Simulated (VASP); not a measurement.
Input of a VASP 6.6.1 run:

INCAR

```
SYSTEM = Si12H3F
PREC     = Accurate       ! precision mode
ENCUT    = 520            ! plane-wave cutoff, eV
EDIFF    = 1E-7           ! SCF threshold, eV
ISMEAR   = 0              ! smearing method
SIGMA    = 0.02           ! smearing width, eV
LREAL    = Auto         
LASPH    = .True.         ! aspherical terms in the spheres
NELM     = 100            ! most SCF steps
ALGO     = Normal         ! electronic algorithm
ISIF     = 2              ! what is computed and relaxed
LWAVE    = .False.        ! write WAVECAR
LCHARG   = .True.         ! write CHGCAR
GGA      = PS             ! functional
LELF     = .True.         ! ELF
LVHAR    = .True.       
NBANDS   = 80             ! bands
```

The input KPOINTS:

```
Automatic mesh
0
Gamma
  2 2 1
  0 0 0
```

POSCAR

```
Si12H3F
1.0
   11.5187690000      0.0000000000      0.0000000000
    3.8395900000      6.6503650000      0.0000000000
    0.0000000000      0.0000000000     16.4187650000
H Si F
6 24 2
Direct
    0.1111111291      0.1666666416      0.0609059208
    0.4444444914      0.1666666416      0.0609059208
    0.7777778537      0.1666666416      0.0609059208
    0.1111111040      0.6666667168      0.0609059208
    0.4444443795      0.6666667168      0.0609059208
    0.7777778286      0.6666667168      0.0609059208
    0.1111111291      0.1666666416      0.1522648019
    0.4444444914      0.1666666416      0.1522648019
    0.7777778537      0.1666666416      0.1522648019
    0.1111111040      0.6666667168      0.1522648019
    0.4444443795      0.6666667168      0.1522648019
    0.7777778286      0.6666667168      0.1522648019
   -0.1123196344      0.3323628102      0.1955821890
    0.2261001079      0.3401915534      0.2038284244
    0.5583108854      0.3327680511      0.2016381866
   -0.1129442974      0.8291758422      0.2016724766
    0.2171914064      0.8339591887      0.2003164063
    0.5537116917      0.8343763087      0.1987620872
   -0.1424279405      0.2971662458      0.3323360192
    0.1759053855      0.2541389833      0.3737173289
    0.5137506954      0.2831897197      0.3430088073
   -0.1359490655      0.7527774791      0.3408228938
    0.1816113140      0.7999984963      0.3400348321
    0.5089556230      0.8166983316      0.3379171332
   -0.0610384607     -0.0343581142      0.3755954239
    0.3079931587     -0.0779023407      0.4105602340
    0.6397394614     -0.0560073019      0.3914389420
   -0.0458053600      0.4467933715      0.4144839152
    0.2752190028      0.4400993028      0.3353055483
    0.6222633211      0.4657446621      0.3440499940
    0.8502992863      0.0370463877      0.4628910274
    0.6180771693     -0.0475131816      0.4888999264
```

Potentials or basis: VASP PAW PBE potentials, release 64 (H, Si, F).

Run with:

```sh
$ cat potpaw_PBE.64/H/POTCAR potpaw_PBE.64/Si/POTCAR potpaw_PBE.64/F/POTCAR > POTCAR
$ mpirun -np 1 vasp_std > vasp.out
```

**Question.** What does it give for the largest force?

**Answer.** 1.075 eV/Å.

**Question.** What does it give for the band gap on the k mesh?

**Answer.** 0.44 eV (least direct gap 0.49 eV).

Forces in eV/Å, atoms in the order of the input:
```
H    0.182  0.100 -0.083
H    0.068  0.008 -0.172
H   -0.258 -0.150 -0.168
H   -0.213 -0.040 -0.187
H   -0.187 -0.139 -0.129
H   -0.192 -0.037 -0.188
Si   0.269  0.039  0.870
Si  -0.014  0.097  0.049
Si   0.039 -0.457  0.022
Si  -0.269  0.095 -0.257
Si  -0.297  0.293  0.350
Si  -0.150  0.077 -0.112
Si   0.002  0.028 -0.048
Si  -0.026 -0.007  0.004
Si   0.047  0.065 -0.002
Si  -0.028 -0.064 -0.125
Si  -0.008  0.010  0.065
Si   0.001 -0.037 -0.044
Si   0.086  0.058  0.001
Si  -0.022  0.016 -0.008
Si  -0.019 -0.032  0.039
Si   0.004  0.017 -0.211
Si  -0.074  0.067  0.103
Si  -0.171 -0.040 -0.041
Si   0.000  0.132  0.396
Si  -0.051  0.018  0.116
Si  -0.138 -0.201 -0.697
Si   0.033  0.124  0.024
Si   0.010  0.025  0.049
Si  -0.019 -0.062 -0.082
F    1.052 -0.077  0.211
F    0.341  0.074  0.253
```

Caveat: there is no dipole correction, which matters where the two faces differ; semilocal functionals underestimate gaps, and a narrow one can read as zero; the PAW data sets were made with another functional, which shifts forces and pressure a little.
